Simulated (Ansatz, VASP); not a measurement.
## Two plane-wave programs on Al

```
Al
1.0
     4.36605    0.00000    0.00000
    -2.18303    3.78111    0.00000
     0.00000    0.00000    3.20325
Al
3
Cartesian
  1.4551 0.0000 1.0677
  -0.7275 1.2601 2.1355
  1.4555 2.5210 0.0000
```

Alike in both runs: functional PBE; k mesh 6 × 6 × 4; occupations gaussian, width 0.1 eV; no spin polarisation.

Ansatz relaxed the structure, and its values are those at the end. VASP's run is a single point on that final structure, the one shown.

```csv
,VASP,Ansatz
version,VASP 6.6.1,Ansatz 0.2.0
potentials or method,"VASP PAW PBE potentials, release 64 (Al), cutoff 500 eV","scalar-relativistic, plane waves, PAW"
valence electrons in the cell,9,9
```

|  | VASP | Ansatz | Ansatz less VASP |
| --- | --- | --- | --- |
| gap on the k mesh at the Fermi level (eV) | none | none | - |
| pressure (GPa) | -0.1 | -0.1 | +0.02 |

A gap of «none» marks a metal or a gap that the smearing closes.

The k mesh is coarse, so the values compare programs but aren't converged.
